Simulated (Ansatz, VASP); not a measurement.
## Pb in VASP and in Ansatz

File INCAR:

```
  PREC = Accurate
  ENCUT = 520
  EDIFF = 1E-7
  ISMEAR = -1
  SIGMA = 0.05
  LREAL = F
  LASPH = T
  NELM = 80
  ALGO = Normal
  ISIF = 2
  LWAVE = F
  LCHARG = F
  GGA = RE
  IVDW = 13
  NBANDS = 13
```

KPOINTS

```
regular mesh
0
Gamma
  9 9 9
```

Contents of POSCAR:

```
Pb
1.0
    0.0000000000      2.4914113386      2.4914113386
    2.4914113386      0.0000000000      2.4914113386
    2.4914113386      2.4914113386      0.0000000000
Pb
1
Direct
    0.0000000000      0.0000000000      0.0000000000
```

input.yaml

```yaml
crystal:
  lattice:
    - [0.0, 2.4914113386, 2.4914113386]
    - [2.4914113386, 0.0, 2.4914113386]
    - [2.4914113386, 2.4914113386, 0.0]
  atoms:
    - { symbol: Pb, position: [0.0, 0.0, 0.0] }
hamiltonian:
  xc: revpbe
  pseudopotentials: { kind: paw }
  dispersion: d4
kpoints:
  mp_grid: { grid: [9, 9, 9] }
scf:
  occupations: { method: fermi_dirac, width: 0.05 }
output:
  forces: true
  stress: true
  eigenvalues: true
```

Alike in both runs: task single point; functional revPBE; dispersion D4; k mesh 9 × 9 × 9; occupations fermi-dirac, width 0.05 eV; no spin polarisation.

|  | VASP | Ansatz |
| --- | --- | --- |
| version | VASP 6.6.1 | Ansatz 0.2.0 |
| potentials or method | VASP PAW PBE potentials, release 64 (Pb_d) | Ansatz PAW |
| plane-wave cutoff (eV) | 520 | 420 |
| valence electrons in the cell | 14 | 14 |

Ansatz gave:

```
gap on the k mesh at the Fermi level (eV) : none
pressure (GPa)                            : -0.5
```

Estimate VASP's values.

gap on the k mesh at the Fermi level (eV): none; pressure (GPa): -0.6.

VASP's potentials were made for PBE, not for revPBE. A gap of «none» marks a metal or a gap that the smearing closes.

Neither program's run includes spin-orbit coupling.
